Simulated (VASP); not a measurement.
# Y2CF2: single point with PBE

Crystal: Y2CF2.

```xyz
5
Lattice="3.6643 0.0000 0.0000 -1.8321 3.1734 0.0000 0.0000 0.0000 6.3209" Properties=species:S:1:pos:R:3 pbc="T T T"
Y     0.0000    2.1156    1.3537
Y     1.8321    1.0578    4.9671
C     0.0000    0.0000    0.0000
F     0.0000    2.1156    3.8722
F     1.8321    1.0578    2.4487
```

```
Program                : VASP 6.6.1
Task                   : single point
Functional             : PBE
Potentials or basis    : VASP PAW PBE potentials, release 64 (Y_sv, C, F)
Cutoff                 : 520 eV
k mesh                 : 6 × 6 × 2
Occupations            : gaussian, width 0.01 eV
Spin                   : no spin polarisation
Dipole correction      : no
Further INCAR settings : ALGO = Normal; EDIFF = 1e-06; NBANDS = 28
```

| Quantity | Value |
| --- | --- |
| Pressure | 1.6 GPa |
| Largest force | 0.226 eV/Å |
| Band gap on the k mesh | 1.14 eV, indirect (least direct gap 1.29 eV) |

Forces on the atoms (eV/Å):
```
Y    0.000  0.000 -0.226
Y    0.000  0.000  0.226
C    0.000  0.000  0.000
F    0.000  0.000  0.038
F    0.000  0.000 -0.038
```

Stress tensor (GPa, compression positive):
```
1.36 0.00 0.00
0.00 1.36 0.00
0.00 0.00 2.21
```

Levels at points of the mesh, in eV from the valence-band top:
```
           k point  band 17  band 18  band 19  band 20  band 21  band 22  band 23  band 24
(0.00, 0.00, 0.00)    -5.96    -1.28    -0.02    -0.02     2.96     2.96     3.08     4.08
(0.50, 0.00, 0.00)    -5.53    -1.56    -0.40    -0.15     1.14     4.34     4.90     5.24
(0.00, 0.00, 0.50)    -5.50    -1.47     0.00     0.00     3.09     3.09     3.32     4.42
(0.50, 0.00, 0.50)    -5.54    -1.33    -0.50    -0.21     1.61     4.12     5.41     5.47
```

Run time: 22 s on 1 thread of AMD EPYC 9R45 96-Core Processor (Zen 5) (shared host), peak memory 0.17 GiB.

Caveat: the k points lie up to 0.50 Å⁻¹ apart. A k mesh can miss the band edges.
